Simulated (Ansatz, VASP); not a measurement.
**Tc in VASP and in Ansatz**

Contents of INCAR:

```
PREC = Accurate ; ENCUT = 520
EDIFF = 1E-6 ; ISMEAR = -1
SIGMA = 0.08 ; LREAL = False
LASPH = True ; NELM = 100
ALGO = Normal ; ISIF = 2
LWAVE = False ; LCHARG = False
GGA = PE ; NBANDS = 20
```

File KPOINTS:

```
regular mesh
0
Gamma
  24 24 13
```

File POSCAR:

```
Tc
1.0
    2.7400001704      0.0000000000      0.0000000000
   -1.3700000852      2.3729097540      0.0000000000
    0.0000000000      0.0000000000      4.3980000000
Tc
2
Direct
    0.3333333333      0.6666666667      0.2500000000
    0.6666666667      0.3333333333      0.7500000000
```

Input for Ansatz:

```yaml
crystal:
  lattice:
    - [2.7400001704, 0.0, 0.0]
    - [-1.3700000852, 2.372909754, 0.0]
    - [0.0, 0.0, 4.398]
  atoms:
    - { symbol: Tc, position: [0.3333333333, 0.6666666667, 0.25] }
    - { symbol: Tc, position: [0.6666666667, 0.3333333333, 0.75] }
kpoints:
  mp_grid: { grid: [24, 24, 13] }
scf:
  occupations: { method: fermi_dirac, width: 0.08 }
hamiltonian:
  xc: pbe
  pseudopotentials: { kind: all_electron, lapw: { basis_error: 0.001 } }
output:
  forces: true
  stress: true
  eigenvalues: true
```

Alike in both runs: task single point; functional PBE; k mesh 24 × 24 × 13; occupations fermi-dirac, width 0.08 eV; no spin polarisation.

|  | VASP | Ansatz |
| --- | --- | --- |
| version | VASP 6.6.1 | Ansatz 0.2.0 |
| potentials or method | VASP PAW PBE potentials, release 64 (Tc_pv), cutoff 520 eV | all-electron LAPW, scalar-relativistic |

|  | VASP | Ansatz | Ansatz less VASP |
| --- | --- | --- | --- |
| pressure (GPa) | 2.4 | 3.1 | +0.65 |
| traceless stress, the component that is largest in VASP (GPa) | -0.91 | -0.89 | +0.020 |

Ansatz ran all-electron here, and VASP with PAW potentials.
